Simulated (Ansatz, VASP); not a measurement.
BN: VASP beside Ansatz

Contents of INCAR:

```
  ALGO = Normal
  EDIFF = 1E-6
  ENCUT = 600
  GGA = PS
  GGA_COMPAT = F
  ISIF = 2
  ISMEAR = 0
  LASPH = T
  LCHARG = F
  LREAL = F
  LWAVE = F
  NBANDS = 11
  NELM = 120
  PREC = Accurate
  SIGMA = 0.02
```

KPOINTS

```
k-points
0
Gamma
  12 12 12
```

Contents of POSCAR:

```
BN
1.0
    0.0000000000      1.8553818278      1.8553818278
    1.8553818278      0.0000000000      1.8553818278
    1.8553818278      1.8553818278      0.0000000000
B N
1 1
Direct
    0.0000000000      0.0000000000      0.0000000000
    0.2500000000      0.2500000000      0.2500000000
```

Input for Ansatz:

```yaml
crystal:
  lattice:
    - [0.0, 1.8553818278, 1.8553818278]
    - [1.8553818278, 0.0, 1.8553818278]
    - [1.8553818278, 1.8553818278, 0.0]
  atoms:
    - { symbol: B, position: [0.0, 0.0, 0.0] }
    - { symbol: "N", position: [0.25, 0.25, 0.25] }
basis:
  ecutwfc: 420
kpoints:
  mp_grid: { grid: [12, 12, 12] }
hamiltonian:
  xc: pbesol
  pseudopotentials: { kind: paw }
scf:
  occupations: { method: gaussian, width: 0.02 }
output:
  forces: true
  stress: true
  eigenvalues: true
```

Alike in both runs: task single point; functional PBEsol; k mesh 12 × 12 × 12; occupations gaussian, width 0.02 eV; no spin polarisation.

```csv
,VASP,Ansatz
version,VASP 6.6.1,Ansatz 0.2.0
potentials or method,"VASP PAW PBE potentials, release 64 (B, N), cutoff 600 eV","scalar-relativistic, plane waves, PAW"
valence electrons in the cell,8,8
```

|  | VASP | Ansatz | Ansatz less VASP |
| --- | --- | --- | --- |
| gap on the k mesh at the Fermi level (eV) | 4.19 | 4.20 | +0.010 |
| least direct gap on the mesh (eV) | 8.39 | 8.40 | +0.007 |

VASP's potentials were made for PBE, not for PBEsol.
